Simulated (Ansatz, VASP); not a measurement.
# Two plane-wave programs on KCl

File INCAR:

```
SYSTEM = KCl
  ALGO = Normal
  EDIFF = 1E-6
  ENCUT = 520
  ISIF = 2
  ISMEAR = -1
  LASPH = .TRUE.
  LCHARG = .TRUE.
  LELF = .TRUE.
  LREAL = .FALSE.
  LVHAR = .TRUE.
  LWAVE = .FALSE.
  NBANDS = 15
  NELM = 80
  PREC = Accurate
  SIGMA = 0.05
```

File KPOINTS:

```
k-points
0
G
  7 7 7
  0 0 0
```

File POSCAR:

```
KCl
1.0
    3.7873086124      0.0000000000      0.0000000000
    0.0000000000      3.7873086124      0.0000000000
    0.0000000000      0.0000000000      3.7873086124
K Cl
1 1
Direct
    0.0000000000      0.0000000000      0.0000000000
    0.5000000000      0.5000000000      0.5000000000
```

input.yaml

```yaml
crystal:
  lattice:
    - [3.7873086124, 0.0, 0.0]
    - [0.0, 3.7873086124, 0.0]
    - [0.0, 0.0, 3.7873086124]
  atoms:
    - { symbol: K, position: [0.0, 0.0, 0.0] }
    - { symbol: Cl, position: [0.5, 0.5, 0.5] }
hamiltonian:
  xc: lda
  pseudopotentials: { kind: paw }
kpoints:
  mp_grid: { grid: [7, 7, 7] }
scf:
  occupations: { method: fermi_dirac, width: 0.05 }
output:
  forces: true
  stress: true
  eigenvalues: true
```

Alike in both runs: task single point; functional LDA; k mesh 7 × 7 × 7; occupations fermi-dirac, width 0.05 eV; no spin polarisation.

|  | VASP | Ansatz |
| --- | --- | --- |
| version | VASP 6.6.1 | Ansatz 0.2.0 |
| potentials or method | VASP PAW LDA potentials, release 64 (K_sv, Cl) | Ansatz PAW |
| plane-wave cutoff (eV) | 520 | 420 |
| valence electrons in the cell | 16 | 16 |

VASP gave:

| Quantity | Value |
| --- | --- |
| gap on the k mesh at the Fermi level (eV) | 4.56 |
| least direct gap on the mesh (eV) | 4.76 |
| pressure (GPa) | -2.6 |

What did Ansatz give for the same quantities?

gap on the k mesh at the Fermi level (eV): 4.56; least direct gap on the mesh (eV): 4.75; pressure (GPa): -2.6.

LDA's correlation is that of Perdew and Zunger in VASP and of Perdew and Wang (1992) in Ansatz.

Noted on Ansatz's run: odd divisions of the mesh miss points on the zone boundary, where band edges often lie, so the gap on the mesh can be too wide.
